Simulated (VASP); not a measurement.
Runs of VASP 6.6.1 on ZnS. The structure is that of space group F-43m (No. 216), or close to it. The cells are those of the table. 

```tsv
cell	gap on the mesh (eV)	pressure (GPa)
a = 3.840, b = 3.840, c = 3.753 Å, angles 60.7, 60.7, 58.5°, 2 atoms	2.65	(b)
a = 3.839, b = 3.839, c = 3.868 Å, angles 59.8, 59.8, 60.5°, 2 atoms	2.54	-2.2
a = 3.868, b = 3.868, c = 3.925 Å, angles 59.5, 59.5, 61.0°, 2 atoms	2.37	-4.0
a = 3.811, b = 3.811, c = 3.753 Å, angles 60.5, 60.5, 59.0°, 2 atoms	2.74	(a)
a = 3.868, b = 3.868, c = 3.811 Å, angles 60.5, 60.5, 59.0°, 2 atoms	2.54	-2.2
a = 3.811, b = 3.811, c = 3.868 Å, angles 59.5, 59.5, 61.0°, 2 atoms	2.58	-1.1
a = 3.896, b = 3.896, c = 3.868 Å, angles 60.2, 60.2, 59.5°, 2 atoms	2.42	-4.1
a = 3.896, b = 3.896, c = 3.925 Å, angles 59.8, 59.8, 60.5°, 2 atoms	2.34	(c)
```

Alike in all rows: task single point; level r2SCAN; potentials or basis VASP PAW PBE potentials, release 64 (Zn, S); no spin polarisation; k mesh 8 × 8 × 8; cutoff (eV) 520; smearing gaussian 0.05 eV.

Problem. Estimate the missing entries.

Solution. (a) 1.3; (b) 0.1; (c) -4.9.

Caveats: the PAW data sets were made with another functional, which shifts forces and pressure a little; the cell stands under tension (at least some runs).

